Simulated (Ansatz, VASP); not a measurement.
## BN: VASP beside Ansatz

The input INCAR:

```
PREC     = Accurate       # precision mode
ENCUT    = 600            # plane-wave cutoff, eV
EDIFF    = 1E-7           # SCF threshold, eV
ISMEAR   = 0              # smearing method
SIGMA    = 0.02           # smearing width, eV
LREAL    = F              # projectors in reciprocal space
LASPH    = T              # aspherical terms in the spheres
NELM     = 120            # most SCF steps
ALGO     = Normal         # electronic algorithm
ISIF     = 3              # what is computed and relaxed
LWAVE    = F              # write WAVECAR
LCHARG   = F              # write CHGCAR
GGA      = PE             # functional
IBRION   = 2              # ionic algorithm
NSW      = 100            # ionic steps
EDIFFG   = -0.002         # ionic threshold
GGA_COMPAT= F            
NELMIN   = 4
```

Contents of KPOINTS:

```
Automatic mesh
0
Gamma
  12 12 6
```

The input POSCAR:

```
BN
1.0
    2.5500000000      0.0000000000      0.0000000000
   -1.2750000000      2.2083647797      0.0000000000
    0.0000000000      0.0000000000      4.2100000000
B N
2 2
Direct
    0.3333333333      0.6666666667      0.0000000000
    0.6666666667      0.3333333333      0.5000000000
    0.3333333333      0.6666666667      0.3740000000
    0.6666666667      0.3333333333      0.8740000000
```

Input for Ansatz:

```yaml
crystal:
  lattice:
    - [2.55, 0.0, 0.0]
    - [-1.275, 2.2083647797, 0.0]
    - [0.0, 0.0, 4.21]
  atoms:
    - { symbol: B, position: [0.3333333333, 0.6666666667, 0.0] }
    - { symbol: B, position: [0.6666666667, 0.3333333333, 0.5] }
    - { symbol: "N", position: [0.3333333333, 0.6666666667, 0.374] }
    - { symbol: "N", position: [0.6666666667, 0.3333333333, 0.874] }
basis:
  ecutwfc: 420
kpoints:
  mp_grid: { grid: [12, 12, 6] }
hamiltonian:
  xc: pbe
scf:
  occupations: { method: gaussian, width: 0.02 }
output:
  forces: true
  stress: true
  eigenvalues: true
relax:
  adjacent_minimum: "off"
  f_tol: 0.002
  max_steps: 80
  cell: { stress_tol: 0.02 }
```

Alike in both runs: task relaxation of cell and atoms; functional PBE; k mesh 12 × 12 × 6; occupations gaussian, width 0.02 eV; no spin polarisation.

|  | VASP | Ansatz |
| --- | --- | --- |
| version | VASP 6.6.1 | Ansatz 0.2.0 |
| potentials or method | VASP PAW PBE potentials, release 64 (B, N), cutoff 600 eV | scalar-relativistic, plane waves, PAW |
| valence electrons in the cell | 16 | 16 |

Ansatz gave:

| Quantity | Value |
| --- | --- |
| gap on the k mesh at the Fermi level, each at its own relaxed structure (eV) | 5.23 |
| relaxed volume (Å³/atom) | 5.97 |
| relaxed cell length with the largest relative difference (Å) | 4.225 |

Question: What did VASP give for the same quantities?

Answer: gap on the k mesh at the Fermi level, each at its own relaxed structure (eV): 5.21; relaxed volume (Å³/atom): 5.97; relaxed cell length with the largest relative difference (Å): 4.224.
